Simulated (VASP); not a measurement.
# SnO (P4/nmm) in VASP: a series of runs, part 2 of 2

VASP 6.6.1. The steps go on from the part before.

## (3) Single point, r2SCAN

This run uses another cell than the first one, of the same volume but with other edges.

Contents of POSCAR:

```
SnO
1.0
    3.8540886645      0.0000000000      0.0000000000
    0.0000000000      3.8540886645      0.0000000000
    0.0000000000      0.0000000000      4.7061646161
Sn O
2 2
Direct
    0.0000000000      0.5000000000      0.2385000000
    0.5000000000      0.0000000000      0.7615000000
    0.0000000000      0.0000000000      0.0000000000
    0.5000000000      0.5000000000      0.0000000000
```

Contents of INCAR.step1:

```
PREC = Accurate
ENCUT = 520
ISMEAR = 0
SIGMA = 0.03
LREAL = False
LASPH = True
NELM = 60
NBANDS = 28
GGA = PE
ALGO = Normal
EDIFF = 1E-4
LWAVE = True
LCHARG = False
```

Contents of INCAR.step2:

```
PREC = Accurate
ENCUT = 520
EDIFF = 1E-6
ISMEAR = 0
SIGMA = 0.03
LREAL = False
LASPH = True
NELM = 60
ALGO = Normal
ISIF = 2
LWAVE = False
LCHARG = False
METAGGA = R2SCAN
LMIXTAU = True
NBANDS = 28
ISTART = 1
```

Contents of KPOINTS:

```
Automatic mesh
0
Gamma
  10 10 8
```

Potentials or basis: VASP PAW PBE potentials, release 64 (Sn_d, O).

On the command line:

```console
cat potpaw_PBE.64/Sn_d/POTCAR potpaw_PBE.64/O/POTCAR > POTCAR
cp INCAR.step1 INCAR
mpirun -np 1 vasp_std > vasp.out
cp INCAR.step2 INCAR
mpirun -np 1 vasp_std > vasp.out
```

OUTCAR:

```text
PREC = Accurate
   ENCUT = 520
   EDIFF = 1E-6
   ISMEAR = 0
   LREAL = False
   LASPH = True
   NELM = 60
   ISIF = 2
   METAGGA = R2SCAN
   ISTART = 1

 ion  position               nearest neighbor table
   1  0.000  0.500  0.239-   3 2.23   4 2.23   3 2.23   4 2.23   2 3.53   2 3.53   2 3.53   2 3.53
                             2 3.67   2 3.67   2 3.67   2 3.67
   2  0.500  0.000  0.761-   3 2.23   4 2.23   4 2.23   3 2.23   1 3.53   1 3.53   1 3.53   1 3.53
                             1 3.67   1 3.67   1 3.67   1 3.67
   3  0.000  0.000  0.000-   1 2.23   2 2.23   1 2.23   2 2.23
   4  0.500  0.500  0.000-   1 2.23   2 2.23   2 2.23   1 2.23

  LATTYP: Found a simple tetragonal cell.
 ALAT       =     3.8540886645
 C/A-ratio  =     1.2210836402

  Lattice vectors:

 A1 = (   3.8540886645,   0.0000000000,   0.0000000000)
 A2 = (   0.0000000000,   3.8540886645,   0.0000000000)
 A3 = (   0.0000000000,   0.0000000000,   4.7061646161)

Analysis of symmetry for initial positions (statically):
=====================================================================
 Subroutine PRICEL returns:
 Original cell was already a primitive cell.

 Routine SETGRP: Setting up the symmetry group for a
 simple tetragonal supercell.

 Subroutine GETGRP returns: Found 16 space group operations
 (whereof  8 operations were pure point group operations)
 out of a pool of 16 trial point group operations.

The static configuration has the point symmetry D_2d.
 The point group associated with its full space group is D_4h.

Analysis of symmetry for dynamics (positions and initial velocities):
=====================================================================
 Subroutine PRICEL returns:
 Original cell was already a primitive cell.

[... 128 lines left out ...]
   EFERMI_NEDOS =   21; number of points for ismear=-14 and -15
   IALGO  =     38    algorithm
   IMIX   =      4    mixing-type and parameters
     AMIX     =   0.40;   BMIX     =  1.00
     AMIX_MAG =   1.60;   BMIX_MAG =  1.00
  volume/ion in A,a.u.               =      17.48       117.94
  Fermi-wavevector in a.u.,A,eV,Ry     =   1.359121  2.568365 25.132801  1.847209
  Thomas-Fermi vector in A             =   2.485896
   LORBIT       =      0    0 simple, 1 ext, 2 COOP (PROOUT), +10 PAW based schemes
   METAGGA = R2SCAN    functional components
   LHFCALC =     F    Hartree Fock is set to
   AEXX    =    0.0000 exact exchange contribution
   IVDW    =     0    specifies the selected vdW correction
   LEPSILON=     F    determine dielectric tensor
   LRPA    =     F    only Hartree local field effects (RPA)
 non-spin polarized calculation
 Gauss-broadening in eV      SIGMA  =   0.03
  energy-cutoff  :      520.00
  volume of cell :       69.91
 maximum number of plane-waves:      1912
 NGX is ok and might be reduce to    30

 number of electron      39.9999999 magnetization

 Free energy of the ion-electron system (eV)
  ---------------------------------------------------
  ext. energy  EPLUGINS =         0.00000000
  ---------------------------------------------------
  free energy    TOTEN  =       -66.88417774 eV

  energy without entropy =      -66.88417774  energy(sigma->0) =      -66.88417774

 E-fermi :   7.1898     XC(G=0): -10.9589

 val. band max:        7.0079813360   @ k =   0.1000   0.0000   0.0000
 cond. band min:       7.3641982215   @ k =   0.5000   0.5000   0.0000
 fundamental gap:      0.3562168855
 Fermi energy:         7.1897597698

 k-point     1 :       0.0000    0.0000    0.0000
  band No.  band energies     occupation
      1     -15.7899      2.00000
      2     -15.2283      2.00000
      3     -15.2283      2.00000
      4     -15.2192      2.00000
      5     -15.1774      2.00000
      6     -15.1632      2.00000
[... 733 lines left out ...]
     27      14.7638      0.00000
     28      17.0945      0.00000

 [... further k-points ...]

------------------------ aborting loop because EDIFF is reached ----------------------------------------

  FORCE on cell =-STRESS in cart. coord.  units (eV):
  Direction    XX          YY          ZZ          XY          YZ          ZX
  --------------------------------------------------------------------------------------
  -------------------------------------------------------------------------------------
  Total       -0.4428151     -0.4428151      0.8276030      0.0000000      0.0000000      0.0000000
  in kB      -10.1489827    -10.1489827     18.9680257      0.0000000      0.0000000      0.0000000
  external PRESSURE =      -0.4433132 kB  Pullay stress =       0.0000000 kB

 VOLUME and BASIS-vectors are now :
 -----------------------------------------------------------------------------
  energy-cutoff  :      520.00
  volume of cell :       69.91
      direct lattice vectors                 reciprocal lattice vectors
     3.854088664  0.000000000  0.000000000     0.259464711  0.000000000  0.000000000
     0.000000000  3.854088664  0.000000000     0.000000000  0.259464711  0.000000000
     0.000000000  0.000000000  4.706164616     0.000000000  0.000000000  0.212487255

 POSITION                                       TOTAL-FORCE (eV/Angst)
 -----------------------------------------------------------------------------------
      0.00000      1.92704      1.12242        -0.000000     -0.000000      0.170802
      1.92704      0.00000      3.58374         0.000000     -0.000000     -0.170802
      0.00000      0.00000      0.00000         0.000000     -0.000000      0.000000
      1.92704      1.92704      0.00000         0.000000      0.000000      0.000000
 -----------------------------------------------------------------------------------
    total drift:                                0.000000      0.000000     -0.000000

  FREE ENERGIE OF THE ION-ELECTRON SYSTEM (eV)
  ---------------------------------------------------
  free  energy   TOTEN  =       -66.8841777360 eV

  energy  without entropy=      -66.8841777360  energy(sigma->0) =      -66.88417774
```

OUTCAR.step1:

```text
PREC = Accurate
   ENCUT = 520
   ISMEAR = 0
   LREAL = False
   LASPH = True
[... 977 lines left out ...]
      0.00000      1.92704      1.12242        -0.000000     -0.000000      0.585580
      1.92704      0.00000      3.58374         0.000000      0.000000     -0.585580
      0.00000      0.00000      0.00000         0.000000     -0.000000      0.000000
      1.92704      1.92704      0.00000         0.000000      0.000000      0.000000
 -----------------------------------------------------------------------------------
    total drift:                                0.000000      0.000000     -0.000000

  FREE ENERGIE OF THE ION-ELECTRON SYSTEM (eV)
  ---------------------------------------------------
  free  energy   TOTEN  =       -22.6670395699 eV

  energy  without entropy=      -22.6670395688  energy(sigma->0) =      -22.66703957
```

OSZICAR.step1:

```text
N       E                     dE             d eps       ncg     rms          rms(c)
DAV:   1     0.419802740795E+03    0.41980E+03   -0.19895E+04  6108   0.220E+03
DAV:   2     0.380441150868E+02   -0.38176E+03   -0.36630E+03  6076   0.545E+02
DAV:   3    -0.233130466512E+02   -0.61357E+02   -0.60188E+02  6680   0.181E+02
DAV:   4    -0.262624086230E+02   -0.29494E+01   -0.29355E+01  6816   0.423E+01
DAV:   5    -0.263307902600E+02   -0.68382E-01   -0.68373E-01  6412   0.704E+00    0.117E+01
DAV:   6    -0.226997717517E+02    0.36310E+01   -0.16711E+01  9504   0.446E+01    0.496E+00
DAV:   7    -0.226858962900E+02    0.13875E-01   -0.20261E+00  6944   0.858E+00    0.247E+00
DAV:   8    -0.226740348344E+02    0.11861E-01   -0.28970E-01  7676   0.366E+00    0.811E-01
DAV:   9    -0.226660932327E+02    0.79416E-02   -0.48124E-02  9340   0.227E+00    0.240E-01
DAV:  10    -0.226673089740E+02   -0.12157E-02   -0.71042E-03  8080   0.763E-01    0.133E-01
DAV:  11    -0.226670079647E+02    0.30101E-03   -0.17850E-03  8872   0.395E-01    0.208E-02
DAV:  12    -0.226670395699E+02   -0.31605E-04   -0.24533E-04  5424   0.892E-02
   1 F= -.22667040E+02 E0= -.22667040E+02  d E =-.111624E-08
```

It took 9.6 min on 1 thread of Oxide Virtual Turin-like, shared host; peak memory 0.26 GiB.

What came out:

```
Free energy            : -66.8842 eV
Pressure               : 0.0 GPa
Largest force          : 0.171 eV/Å
Band gap on the k mesh : 0.36 eV (least direct gap 2.23 eV)
```

Forces on the atoms (eV/Å):
```
Sn   0.000  0.000  0.171
Sn   0.000  0.000 -0.171
O    0.000  0.000  0.000
O    0.000  0.000  0.000
```

Caveat: semilocal functionals underestimate gaps, and a narrow one can read as zero; the PAW data sets were made with another functional, which shifts forces and pressure a little; spin-orbit coupling is left out, which moves the levels of the heavy elements.

## (4) Single point, r2SCAN

This run uses another cell than the first one, of the same volume but with other edges.

Contents of POSCAR:

```
SnO
1.0
    3.7406666942      0.0000000000      0.0000000000
    0.0000000000      3.7406666942      0.0000000000
    0.0000000000      0.0000000000      4.9958856759
Sn O
2 2
Direct
    0.0000000000      0.5000000000      0.2385000000
    0.5000000000      0.0000000000      0.7615000000
    0.0000000000      0.0000000000      0.0000000000
    0.5000000000      0.5000000000      0.0000000000
```

Contents of INCAR.step1:

```
SYSTEM = SnO
  PREC = Accurate
  ENCUT = 520
  ISMEAR = 0
  SIGMA = 0.03
  LREAL = .FALSE.
  LASPH = .TRUE.
  NELM = 80
  NBANDS = 28
  GGA = PE
  ALGO = Normal
  EDIFF = 1E-4
  LWAVE = .TRUE.
  LCHARG = .FALSE.
```

Contents of INCAR.step2:

```
SYSTEM = SnO
  PREC = Accurate
  ENCUT = 520
  EDIFF = 1E-7
  ISMEAR = 0
  SIGMA = 0.03
  LREAL = .FALSE.
  LASPH = .TRUE.
  NELM = 80
  ALGO = Normal
  ISIF = 2
  LWAVE = .FALSE.
  LCHARG = .TRUE.
  METAGGA = R2SCAN
  LMIXTAU = .TRUE.
  LELF = .TRUE.
  LVHAR = .TRUE.
  NBANDS = 28
  ISTART = 1
```

Contents of KPOINTS:

```
Automatic mesh
0
G
  10 10 8
  0 0 0
```

On the command line:

```console
cat potpaw_PBE.64/Sn_d/POTCAR potpaw_PBE.64/O/POTCAR > POTCAR
cp INCAR.step1 INCAR
mpirun -np 1 vasp_std > vasp.out
cp INCAR.step2 INCAR
mpirun -np 1 vasp_std > vasp.out
```

Run time: 7.2 min. Hardware: 1 thread of Oxide Virtual Turin-like, shared host; peak memory 0.26 GiB.

Results (log left out):

```yaml
Free_energy: -66.8669 eV
Pressure: 1.4 GPa
Largest_force: 0.316 eV/Å
Band_gap_on_the_k_mesh: zero (bands 20 and 21 overlap by 0.06 eV)
```

Forces on the atoms (eV/Å):
```
Sn   0.000  0.000 -0.316
Sn   0.000  0.000  0.316
O    0.000  0.000  0.000
O    0.000  0.000  0.000
```

Stress tensor (GPa, compression positive):
```
 2.93  0.00  0.00
 0.00  2.93  0.00
 0.00  0.00 -1.55
```

Levels at points of the mesh, in eV from the Fermi level:
```
           k point  band 17  band 18  band 19  band 20  band 21  band 22  band 23  band 24
(0.00, 0.00, 0.00)    -4.05    -3.53    -3.53     0.04     2.49     4.38     4.81     4.81
(0.50, 0.00, 0.00)    -5.30    -5.30    -3.25    -3.25     3.16     3.16     6.18     6.18
(0.50, 0.50, 0.00)    -2.86    -2.86    -2.36    -2.36    -0.02    -0.02     4.39     4.39
(0.00, 0.00, 0.50)    -3.55    -3.55    -3.38    -3.00     2.25     3.10     3.10     4.05
(0.50, 0.00, 0.50)    -5.27    -5.27    -2.27    -2.27     2.45     2.45     5.73     5.73
(0.50, 0.50, 0.50)    -3.04    -3.04    -2.86    -2.86     2.18     2.18     3.97     3.97
```

Caveat: semilocal functionals underestimate gaps, and a narrow one can read as zero; the PAW data sets were made with another functional, which shifts forces and pressure a little; spin-orbit coupling is left out, which moves the levels of the heavy elements.

## (5) Overview

| cell | gap on the mesh (eV) | pressure (GPa) | largest force (eV/Å) |
| --- | --- | --- | --- |
| a = 3.683, b = 3.683, c = 5.153 Å, 4 atoms | none | 2.1 | 0.71 |
| a = 3.854, b = 3.854, c = 4.706 Å, 4 atoms | 0.36 | 0.0 | 0.17 |
| a = 3.741, b = 3.741, c = 4.996 Å, 4 atoms | none | 1.4 | 0.32 |

Alike in all rows: task single point; level r2SCAN; potentials or basis VASP PAW PBE potentials, release 64 (Sn_d, O); no spin polarisation; k mesh 10 × 10 × 8; cutoff (eV) 520; smearing gaussian 0.03 eV.

Caveats: semilocal functionals underestimate gaps, and a narrow one can read as zero; the PAW data sets were made with another functional, which shifts forces and pressure a little; spin-orbit coupling is left out, which moves the levels of the heavy elements; the stress differs along the axes, from -4 to 5 GPa (at least some runs).

Absolute energies hang on the potentials; compare differences alone.

The gap in the log of VASP goes by the Fermi energy; the results here count the filled bands.